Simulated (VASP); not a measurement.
A run of VASP 6.6.1 is set up as follows.

Contents of POSCAR:

```
Hf
1.0
    2.9754266127      0.0000000000      0.0000000000
    0.0000000000      2.9754266127      0.0000000000
    0.0000000000      0.0000000000      2.9754266127
Hf
1
Direct
    0.0000000000      0.0000000000      0.0000000000
```

File INCAR.step1:

```
SYSTEM = Hf
  PREC = Accurate
  ENCUT = 520
  ISMEAR = -1
  SIGMA = 0.1
  LREAL = .False.
  LASPH = .True.
  NELM = 60
  NBANDS = 11
  GGA = PE
  ALGO = Normal
  EDIFF = 1E-4
  LWAVE = .True.
  LCHARG = .False.
```

INCAR.step2

```
SYSTEM = Hf
  PREC = Accurate
  ENCUT = 520
  EDIFF = 1E-6
  ISMEAR = -1
  SIGMA = 0.1
  LREAL = .False.
  LASPH = .True.
  NELM = 60
  ALGO = Normal
  ISIF = 2
  LWAVE = .False.
  LCHARG = .False.
  METAGGA = R2SCAN
  LMIXTAU = .True.
  NBANDS = 11
  ISTART = 1
```

KPOINTS

```
regular mesh
0
Gamma
  12 12 12
  0 0 0
```

Potentials or basis: VASP PAW PBE potentials, release 64 (Hf_pv).

Run with:

```console
$ cat potpaw_PBE.64/Hf_pv/POTCAR > POTCAR
$ cp INCAR.step1 INCAR
$ mpirun -np 1 vasp_std > vasp.out
$ cp INCAR.step2 INCAR
$ mpirun -np 1 vasp_std > vasp.out
```

Problem. What does it give for the pressure?

Solution. -5.5 GPa.

Problem. Estimate the band gap on the k mesh.

Solution. Zero (bands 5 and 6 overlap by 2.26 eV).

Caveat: the cell stands under tension; the PAW data sets were made with another functional, which shifts forces and pressure a little; spin-orbit coupling is left out, which moves the levels of the heavy elements.
